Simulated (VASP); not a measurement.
A run of VASP 6.6.1:

INCAR

```
PREC     = Accurate       # precision mode
ENCUT    = 600            # plane-wave cutoff, eV
EDIFF    = 1E-6           # SCF threshold, eV
ISMEAR   = 0              # smearing method
SIGMA    = 0.01           # smearing width, eV
LREAL    = False          # projectors in reciprocal space
LASPH    = True           # aspherical terms in the spheres
NELM     = 120            # most SCF steps
ALGO     = Normal         # electronic algorithm
ISIF     = 2              # what is computed and relaxed
LWAVE    = False          # write WAVECAR
LCHARG   = False          # write CHGCAR
GGA      = PE             # functional
NBANDS   = 15             # bands
GGA_COMPAT= False
```

File KPOINTS:

```
regular mesh
0
Gamma
  2 2 2
```

POSCAR

```
SrO
1.0
    0.0000000000      2.5800000000      2.5800000000
    2.5800000000      0.0000000000      2.5800000000
    2.5800000000      2.5800000000      0.0000000000
Sr O
1 1
Direct
    0.0000000000      0.0000000000      0.0000000000
    0.5000000000      0.5000000000      0.5200000000
```

Potentials or basis: VASP PAW PBE potentials, release 64 (Sr_sv, O).

Launch:

```console
$ cat potpaw_PBE.64/Sr_sv/POTCAR potpaw_PBE.64/O/POTCAR > POTCAR
$ mpirun -np 1 vasp_std > vasp.out
```

Hardware: 1 thread of Intel Xeon 8259CL (shared host).

Q: Estimate the wall time of this run.

A: Run time: 8.7 s on 1 thread of Intel Xeon 8259CL (shared host), peak memory 0.17 GiB. Counts: scf iterations 13, k points 5.
